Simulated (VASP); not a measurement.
# SnSe2: single point with PBE+D3(BJ)

The system is SnSe2.

```
Sn Se
1.0
     3.83883    0.00000    0.00000
    -1.91941    3.32452    0.00000
     0.00000    0.00000    6.00381
Sn Se
1 2
Direct
  0.00000 0.00000 0.00000
  0.33333 0.66667 0.26554
  0.66667 0.33333 0.73446
```

```json
{
  "Program": "VASP 6.6.1",
  "Task": "single point",
  "Functional": "PBE",
  "Dispersion": "D3(BJ)",
  "Potentials or basis": "VASP PAW PBE potentials, release 64 (Sn_d, Se)",
  "Cutoff": "520 eV",
  "k mesh": "12 × 12 × 4",
  "Occupations": "fermi-dirac, width 0.02 eV",
  "Spin": "no spin polarisation"
}
```

| Quantity | Value |
| --- | --- |
| Pressure | 0.1 GPa |
| Largest force | 0.016 eV/Å |
| Band gap on the k mesh | 0.47 eV (least direct gap 0.81 eV) |
| Dispersion energy per atom | -0.364 eV |

Forces on the atoms (eV/Å):
```
Sn   0.000  0.000  0.000
Se   0.000  0.000  0.016
Se   0.000  0.000 -0.016
```

Levels at points of the mesh, in eV from the valence-band top:
```tsv
k point	band 10	band 11	band 12	band 13	band 14	band 15	band 16	band 17
(0.00, 0.00, 0.00)	-0.75	-0.58	-0.58	-0.14	0.67	2.89	4.46	4.46
(0.50, 0.00, 0.00)	-3.27	-2.70	-1.71	-0.40	1.09	3.47	4.86	4.97
(0.00, 0.00, 0.50)	-0.92	-0.92	-0.32	-0.32	2.37	2.75	4.07	4.07
(0.50, 0.00, 0.50)	-2.41	-2.08	-1.13	-1.02	0.58	3.87	4.50	5.71
```

Run time: 100 s on 1 thread of Intel(R) Xeon(R) Platinum 8259CL CPU @ 2.50GHz (Skylake/Cascade Lake), on a shared host, peak memory 0.27 GiB.

Caveat: spin-orbit coupling is left out, which moves the levels of the heavy elements. A k mesh can miss the band edges.
